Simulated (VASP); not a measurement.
# Zn3CdF4 (Pm-3m) in VASP: a series of runs

Runs on Zn3CdF4. Level: PBE. Tasks: single point, relaxation of cell and atoms.

Everything below comes from runs of VASP 6.6.1. Logs are shortened: lines on timing, memory, paths and dates and some standing lists are left out, and cuts for length are marked.

## Step 1: The cell of the first run

Symmetry: Pm-3m, No. 221, cubic system. The conventional cell has a = 4.541 Å, b = 4.541 Å, c = 4.541 Å, α = 90.00°, β = 90.00°, γ = 90.00°. Zn (site symmetry 4/mmm) has 6 F at 2.27 Å within 3.0 Å. Cd (site symmetry m-3m) has 6 F at 2.27 Å within 3.0 Å. Within 3.0 Å of F (site symmetry m-3m) lie 6 Zn at 2.27 Å. F (site symmetry 4/mmm) has 4 Zn at 2.27 Å and 2 Cd at 2.27 Å within 3.0 Å.

## Step 2: Single point, PBE

Input file INCAR:

```
ALGO = Normal ; EDIFF = 1E-7
ENCUT = 520 ; GGA = PE
ISIF = 2 ; ISMEAR = 0
LASPH = T ; LCHARG = F
LREAL = F ; LWAVE = F
NBANDS = 48 ; NELM = 100
PREC = Accurate ; SIGMA = 0.1
```

Input file KPOINTS:

```
k-points
0
Gamma
  4 4 4
```

Input file POSCAR:

```
Zn3CdF4
1.0
    4.5407277400      0.0000000000      0.0000000000
    0.0000000000      4.5407277400      0.0000000000
    0.0000000000      0.0000000000      4.5407277400
Zn Cd F
3 1 4
Direct
    0.5000000000      0.5000000000      0.0000000000
    0.5000000000      0.0000000000      0.5000000000
    0.0000000000      0.5000000000      0.5000000000
    0.0000000000      0.0000000000      0.0000000000
    0.5000000000      0.5000000000      0.5000000000
    0.0000000000      0.0000000000      0.5000000000
    0.0000000000      0.5000000000      0.0000000000
    0.5000000000      0.0000000000      0.0000000000
```

Potentials or basis: VASP PAW PBE potentials, release 64 (Zn, Cd, F).

Run with:

```sh
> cat potpaw_PBE.64/Zn/POTCAR potpaw_PBE.64/Cd/POTCAR potpaw_PBE.64/F/POTCAR > POTCAR
> mpirun -np 1 vasp_std > vasp.out
```

OUTCAR:

```text
EDIFF = 1E-7
   ENCUT = 520
   GGA = PE
   ISIF = 2
   ISMEAR = 0
   LASPH = T
   LREAL = F
   NELM = 100
   PREC = Accurate

 ion  position               nearest neighbor table
   1  0.500  0.500  0.000-   5 2.27   7 2.27   8 2.27   5 2.27   8 2.27   7 2.27   4 3.21   4 3.21
                             4 3.21   4 3.21
   2  0.500  0.000  0.500-   5 2.27   6 2.27   8 2.27   8 2.27   5 2.27   6 2.27   4 3.21   4 3.21
                             4 3.21   4 3.21
   3  0.000  0.500  0.500-   5 2.27   6 2.27   7 2.27   7 2.27   6 2.27   5 2.27   4 3.21   4 3.21
                             4 3.21   4 3.21
   4  0.000  0.000  0.000-   6 2.27   7 2.27   8 2.27   6 2.27   7 2.27   8 2.27   2 3.21   3 3.21
                             1 3.21   1 3.21   3 3.21   2 3.21   3 3.21   1 3.21   2 3.21   3 3.21
   5  0.500  0.500  0.500-   1 2.27   2 2.27   3 2.27   1 2.27   2 2.27   3 2.27
   6  0.000  0.000  0.500-   2 2.27   3 2.27   4 2.27   4 2.27   3 2.27   2 2.27
   7  0.000  0.500  0.000-   1 2.27   3 2.27   4 2.27   3 2.27   4 2.27   1 2.27
   8  0.500  0.000  0.000-   1 2.27   2 2.27   4 2.27   2 2.27   1 2.27   4 2.27

  LATTYP: Found a simple cubic cell.
 ALAT       =     4.5407277400

  Lattice vectors:

 A1 = (   4.5407277400,   0.0000000000,   0.0000000000)
 A2 = (   0.0000000000,   4.5407277400,   0.0000000000)
 A3 = (   0.0000000000,   0.0000000000,   4.5407277400)

Analysis of symmetry for initial positions (statically):
=====================================================================
 Subroutine PRICEL returns:
 Original cell was already a primitive cell.

 Routine SETGRP: Setting up the symmetry group for a
 simple cubic supercell.

 Subroutine GETGRP returns: Found 48 space group operations
 (whereof 48 operations were pure point group operations)
 out of a pool of 48 trial point group operations.

The static configuration has the point symmetry O_h .

Analysis of symmetry for dynamics (positions and initial velocities):
=====================================================================
 Subroutine PRICEL returns:
 Original cell was already a primitive cell.

 Routine SETGRP: Setting up the symmetry group for a
 simple cubic supercell.

 Subroutine GETGRP returns: Found 48 space group operations
 (whereof 48 operations were pure point group operations)
 out of a pool of 48 trial point group operations.

The dynamic configuration has the point symmetry O_h .

 Subroutine INISYM returns: Found 48 space group operations
 (whereof 48 operations are pure point group operations),
 and found     1 'primitive' translations

----------------------------------------------------------------------------------------

                                     Primitive cell

  volume of cell :      93.6217

  direct lattice vectors                    reciprocal lattice vectors
     4.540727740  0.000000000  0.000000000     0.220229016  0.000000000  0.000000000
     0.000000000  4.540727740  0.000000000     0.000000000  0.220229016  0.000000000
     0.000000000  0.000000000  4.540727740     0.000000000  0.000000000  0.220229016

  length of vectors
     4.540727740  4.540727740  4.540727740     0.220229016  0.220229016  0.220229016

  position of ions in fractional coordinates (direct lattice)
     0.500000000  0.500000000  0.000000000
     0.500000000  0.000000000  0.500000000
     0.000000000  0.500000000  0.500000000
     0.000000000  0.000000000  0.000000000
     0.500000000  0.500000000  0.500000000
     0.000000000  0.000000000  0.500000000
     0.000000000  0.500000000  0.000000000
     0.500000000  0.000000000  0.000000000

  ion indices of the primitive-cell ions
   primitive index   ion index
                 1           1
                 2           2
                 3           3
                 4           4
                 5           5
                 6           6
                 7           7
                 8           8

----------------------------------------------------------------------------------------

 KPOINTS: k-points

Automatic generation of k-mesh.
 Grid dimensions read from file:
 generate k-points for:    4    4    4

 Generating k-lattice:

  Cartesian coordinates                     Fractional coordinates (reciprocal lattice)
     0.055057254  0.000000000  0.000000000     0.250000000  0.000000000  0.000000000
     0.000000000  0.055057254  0.000000000     0.000000000  0.250000000  0.000000000
     0.000000000  0.000000000  0.055057254     0.000000000  0.000000000  0.250000000

  Length of vectors
     0.055057254  0.055057254  0.055057254

  Shift w.r.t. Gamma in fractional coordinates (k-lattice)
     0.000000000  0.000000000  0.000000000

 Subroutine IBZKPT returns following result:
 ===========================================

 Found     10 irreducible k-points:

 Following reciprocal coordinates:
            Coordinates               Weight
  0.000000  0.000000  0.000000      1.000000
  0.250000  0.000000  0.000000      6.000000
  0.500000  0.000000  0.000000      3.000000
  0.250000  0.250000  0.000000     12.000000
  0.500000  0.250000  0.000000     12.000000
  0.500000  0.500000  0.000000      3.000000
  0.250000  0.250000  0.250000      8.000000
  0.500000  0.250000  0.250000     12.000000
  0.500000  0.500000  0.250000      6.000000
  0.500000  0.500000  0.500000      1.000000
   k-points           NKPTS =     10   k-points in BZ     NKDIM =     10   number of bands    NBANDS=     48
   number of dos      NEDOS =    301   number of ions     NIONS =      8
   total plane-waves  NPLWV =  46656
   dimension x,y,z NGX =    36 NGY =   36 NGZ =   36
   dimension x,y,z NGXF=    72 NGYF=   72 NGZF=   72
   ions per type =               3   1   4
   NGX,Y,Z   is equivalent  to a cutoff of  13.18, 13.18, 13.18 a.u.
   NGXF,Y,Z  is equivalent  to a cutoff of  26.36, 26.36, 26.36 a.u.
 SYSTEM =  unknown system
   PREC   = accura    normal or accurate (medium, high low for compatibility)
   ISTART =      0    job   : 0-new  1-cont  2-samecut
   ICHARG =      2    charge: 1-file 2-atom 10-const
   ISPIN  =      1    spin polarized calculation?
   LNONCOLLINEAR =      F non collinear calculations
   LSORBIT =      F    spin-orbit coupling
   LASPH  =      T    aspherical Exc in radial PAW
   ENCUT  =  520.0 eV  38.22 Ry    6.18 a.u.   8.44  8.44  8.44*2*pi/ulx,y,z
   NELM   =    100;   NELMIN=  2; NELMDL= -5     # of ELM steps
   EDIFF  = 0.1E-06   stopping-criterion for ELM
   LREAL  =      F    real-space projection
   EDIFFG = 0.1E-05   stopping-criterion for IOM
   NSW    =      0    number of steps for IOM
   IBRION =     -1    ionic relax: 0-MD 1-quasi-New 2-CG
   NFREE  =      0    steps in history (QN), initial steepest desc. (CG)
   ISIF   =      2    stress and relaxation
   ISYM   =      2    0-nonsym 1-usesym 2-fastsym
   POTIM  = 0.5000    time-step for ionic-motion
   TEBEG  =    0.0;   TEEND  =   0.0 temperature during run
   PSTRESS=    0.0 pullay stress
   NELECT =      76.0000    total number of electrons
   NUPDOWN=      -1.0000    fix difference up-down
   EMIN   =  10.00;   EMAX   =-10.00  energy-range for DOS
   EFERMI =   0.00;   METHOD = LEGACY
   ISMEAR =     0;   SIGMA  =   0.10  broadening in eV -4-tet -1-fermi 0-gaus
   EFERMI_NEDOS =   21; number of points for ismear=-14 and -15
   IALGO  =     38    algorithm
   IMIX   =      4    mixing-type and parameters
     AMIX     =   0.40;   BMIX     =  1.00
     AMIX_MAG =   1.60;   BMIX_MAG =  1.00
  volume/ion in A,a.u.               =      11.70        78.97
  Fermi-wavevector in a.u.,A,eV,Ry     =   1.527169  2.885932 31.732141  2.332247
  Thomas-Fermi vector in A             =   2.635102
   LORBIT       =      0    0 simple, 1 ext, 2 COOP (PROOUT), +10 PAW based schemes
   GGA     = PE    functional components
   LHFCALC =     F    Hartree Fock is set to
   AEXX    =    0.0000 exact exchange contribution
   IVDW    =     0    specifies the selected vdW correction
   LEPSILON=     F    determine dielectric tensor
   LRPA    =     F    only Hartree local field effects (RPA)
 non-spin polarized calculation
 Gauss-broadening in eV      SIGMA  =   0.10
  energy-cutoff  :      520.00
  volume of cell :       93.62
 maximum number of plane-waves:      2560
 NGX is ok and might be reduce to    36
   NGX = 17   NGY = 17   NGZ = 17

 number of electron      76.0000116 magnetization

 Free energy of the ion-electron system (eV)
  ---------------------------------------------------
  ext. energy  EPLUGINS =         0.00000000
  ---------------------------------------------------
  free energy    TOTEN  =       -18.04931312 eV

  energy without entropy =      -18.03015596  energy(sigma->0) =      -18.03973454

 E-fermi :   5.0017     XC(G=0): -11.5484

 val. band max:        4.9397728640   @ k =   0.5000   0.5000   0.2500
 cond. band min:       5.0488388466   @ k =   0.5000   0.5000   0.0000
 fundamental gap:      0.1090659826
 Fermi energy:         5.0016696871

 k-point     1 :       0.0000    0.0000    0.0000
  band No.  band energies     occupation
      1     -21.8448      2.00000
      2     -21.5305      2.00000
      3     -21.5305      2.00000
      4     -20.8993      2.00000
      5      -5.1325      2.00000
      6      -5.1325      2.00000
[... 40 lines left out ...]
     47      13.4985      0.00000
     48      13.4985      0.00000

 k-point     2 :       0.2500    0.0000    0.0000
  band No.  band energies     occupation
      1     -21.7866      2.00000
      2     -21.5473      2.00000
      3     -21.5222      2.00000
      4     -20.9012      2.00000
      5      -5.7250      2.00000
      6      -5.3274      2.00000
[... 40 lines left out ...]
     47      12.8390      0.00000
     48      13.0585      0.00000

 k-point     3 :       0.5000    0.0000    0.0000
  band No.  band energies     occupation
      1     -21.7035      2.00000
      2     -21.5897      2.00000
      3     -21.5142      2.00000
      4     -20.9031      2.00000
      5      -6.2339      2.00000
      6      -5.4613      2.00000
[... 40 lines left out ...]
     47      11.9066      0.00000
     48      12.4710      0.00000

 k-point     4 :       0.2500    0.2500    0.0000
  band No.  band energies     occupation
      1     -21.7342      2.00000
      2     -21.5436      2.00000
      3     -21.5286      2.00000
      4     -20.9018      2.00000
      5      -5.8505      2.00000
      6      -5.6448      2.00000
[... 40 lines left out ...]
     47      13.0259      0.00000
     48      13.2517      0.00000

 k-point     5 :       0.5000    0.2500    0.0000
  band No.  band energies     occupation
      1     -21.6594      2.00000
      2     -21.5732      2.00000
      3     -21.5237      2.00000
      4     -20.9024      2.00000
      5      -6.2587      2.00000
      6      -5.8278      2.00000
[... 40 lines left out ...]
     47      11.6312      0.00000
     48      11.9811      0.00000

 k-point     6 :       0.5000    0.5000    0.0000
  band No.  band energies     occupation
      1     -21.5919      2.00000
      2     -21.5564      2.00000
      3     -21.5564      2.00000
      4     -20.9020      2.00000
      5      -6.3483      2.00000
      6      -6.1142      2.00000
[... 40 lines left out ...]
     47      10.2856      0.00000
     48      10.3766      0.00000

 k-point     7 :       0.2500    0.2500    0.2500
  band No.  band energies     occupation
      1     -21.6881      2.00000
      2     -21.5350      2.00000
      3     -21.5350      2.00000
      4     -20.8998      2.00000
      5      -5.8618      2.00000
      6      -5.8618      2.00000
[... 40 lines left out ...]
     47      11.3289      0.00000
     48      13.3213      0.00000

 k-point     8 :       0.5000    0.2500    0.2500
  band No.  band energies     occupation
      1     -21.6218      2.00000
      2     -21.5604      2.00000
      3     -21.5264      2.00000
      4     -20.8974      2.00000
      5      -6.2803      2.00000
      6      -5.9150      2.00000
[... 40 lines left out ...]
     47      12.8775      0.00000
     48      12.9834      0.00000

 k-point     9 :       0.5000    0.5000    0.2500
  band No.  band energies     occupation
      1     -21.5654      2.00000
      2     -21.5475      2.00000
      3     -21.5475      2.00000
      4     -20.8925      2.00000
      5      -6.3609      2.00000
      6      -6.1865      2.00000
[... 40 lines left out ...]
     47      12.0911      0.00000
     48      12.7356      0.00000

 k-point    10 :       0.5000    0.5000    0.5000
  band No.  band energies     occupation
      1     -21.5386      2.00000
      2     -21.5386      2.00000
      3     -21.5386      2.00000
      4     -20.8829      2.00000
      5      -6.3734      2.00000
      6      -6.3734      2.00000
[... 40 lines left out ...]
     47      13.0748      0.00000
     48      13.4169      0.00000

------------------------ aborting loop because EDIFF is reached ----------------------------------------

  FORCE on cell =-STRESS in cart. coord.  units (eV):
  Direction    XX          YY          ZZ          XY          YZ          ZX
  --------------------------------------------------------------------------------------
  -------------------------------------------------------------------------------------
  Total       16.9385701     16.9385701     16.9385701      0.0000000      0.0000000      0.0000000
  in kB      289.8751198    289.8751198    289.8751198      0.0000000      0.0000000      0.0000000
  external PRESSURE =     289.8751198 kB  Pullay stress =       0.0000000 kB

 VOLUME and BASIS-vectors are now :
 -----------------------------------------------------------------------------
  energy-cutoff  :      520.00
  volume of cell :       93.62
      direct lattice vectors                 reciprocal lattice vectors
     4.540727740  0.000000000  0.000000000     0.220229016  0.000000000  0.000000000
     0.000000000  4.540727740  0.000000000     0.000000000  0.220229016  0.000000000
     0.000000000  0.000000000  4.540727740     0.000000000  0.000000000  0.220229016

 POSITION                                       TOTAL-FORCE (eV/Angst)
 -----------------------------------------------------------------------------------
      2.27036      2.27036      0.00000         0.000000      0.000000      0.000000
      2.27036      0.00000      2.27036         0.000000      0.000000      0.000000
      0.00000      2.27036      2.27036         0.000000      0.000000      0.000000
      0.00000      0.00000      0.00000         0.000000      0.000000      0.000000
      2.27036      2.27036      2.27036         0.000000      0.000000      0.000000
      0.00000      0.00000      2.27036         0.000000      0.000000      0.000000
      0.00000      2.27036      0.00000         0.000000      0.000000      0.000000
      2.27036      0.00000      0.00000         0.000000      0.000000      0.000000
 -----------------------------------------------------------------------------------
    total drift:                                0.000000      0.000000      0.000000

  FREE ENERGIE OF THE ION-ELECTRON SYSTEM (eV)
  ---------------------------------------------------
  free  energy   TOTEN  =       -18.0493131172 eV

  energy  without entropy=      -18.0301559566  energy(sigma->0) =      -18.03973454
```

Run time: 81 s. Hardware: 1 thread of Intel Xeon 8259CL, shared host; peak memory 0.22 GiB.

What came out:

```
Free energy            : -18.0493 eV
Pressure               : 29.0 GPa
Band gap on the k mesh : zero (bands 38 and 39 overlap by 0.74 eV)
```

Levels at points of the mesh, in eV from the Fermi level:
| k point | band 35 | band 36 | band 37 | band 38 | band 39 | band 40 | band 41 | band 42 |
| --- | --- | --- | --- | --- | --- | --- | --- | --- |
| (0.00, 0.00, 0.00) | -7.32 | -7.32 | -5.55 | -0.45 | -0.45 | 0.53 | 3.52 | 3.52 |
| (0.50, 0.00, 0.00) | -6.82 | -6.73 | -2.19 | -1.92 | 0.98 | 1.69 | 4.29 | 4.29 |
| (0.50, 0.50, 0.00) | -5.89 | -5.87 | -0.28 | -0.27 | -0.27 | 0.05 | 4.31 | 4.38 |
| (0.50, 0.50, 0.50) | -5.77 | -5.77 | 0.28 | 0.28 | 0.28 | 0.34 | 1.57 | 1.57 |

Caveat: the cell stands under pressure.

(Continued in part 2 of 2.)
